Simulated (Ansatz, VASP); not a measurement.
Given: the input of a run of Ansatz 0.2.0 on Cu.

Contents of input.yaml:

```yaml
crystal:
  lattice:
    - [-0.00442558, 1.78843077, 1.83853466]
    - [1.82290694, -0.01748676, 1.85159583]
    - [1.78281821, 1.76140322, 0.02260197]
  atoms:
    - { symbol: Cu, position: [0.0, 0.0, 0.0] }
hamiltonian:
  xc: revpbe
  pseudopotentials: { kind: paw }
kpoints:
  mp_grid: { grid: [13, 12, 13] }
scf:
  occupations: { method: fermi_dirac, width: 0.05 }
output:
  forces: true
  stress: true
  eigenvalues: true
relax:
  f_tol: 0.01
  max_steps: 40
  cell: { stress_tol: 0.05 }
```

Potentials or basis: Ansatz PAW.

The run is started by

```sh
$ ansatz run input.yaml --threads 2 --pin off --max-ram 5632MiB --backend cpu --events-out ev --progress --plain --runs-dir out
```

Translate it to VASP 6.6.1. Potentials there: VASP PAW PBE potentials, release 64 (Cu).

As run (the cutoff follows the program's own potentials):

The input INCAR:

```
SYSTEM = Cu
PREC = Accurate
ENCUT = 600
EDIFF = 1E-7
ISMEAR = -1
SIGMA = 0.05
LREAL = .False.
LASPH = .True.
NELM = 80
ALGO = Fast
ISIF = 3
LWAVE = .False.
LCHARG = .False.
GGA = RE
IBRION = 2
NSW = 60
EDIFFG = -0.01
```

The input KPOINTS:

```
regular mesh
0
Gamma
  13 12 13
  0 0 0
```

File POSCAR:

```
Cu
1.0
   -0.0044255800      1.7884307700      1.8385346600
    1.8229069400     -0.0174867600      1.8515958300
    1.7828182100      1.7614032200      0.0226019700
Cu
1
Direct
    0.0000000000      0.0000000000      0.0000000000
```

Potentials or basis: VASP PAW PBE potentials, release 64 (Cu).

The run is started by

```bash
$ cat potpaw_PBE.64/Cu/POTCAR > POTCAR
$ mpirun -np 1 vasp_std > vasp.out
```

Both were run:

|  | VASP | Ansatz | Ansatz less VASP |
| --- | --- | --- | --- |
| gap on the k mesh at the Fermi level, each at its own relaxed structure (eV) | none | none | - |
| relaxed volume (Å³/atom) | 12.32 | 12.26 | -0.064 |
| relaxed length of the cell vector where the two differ most in proportion (Å) | 2.607 | 2.602 | -0.0050 |

VASP's potentials were made for PBE, not for revPBE. A gap of «none» marks a metal or a gap that the smearing closes. VASP's potentials hold 11 valence electrons a cell and Ansatz's 19, so a difference there can come from the potentials and not from the codes.

Noted on Ansatz's run: the plane-wave basis is chosen anew once the cell has moved, so the energies of steps on either side of that aren't comparable.
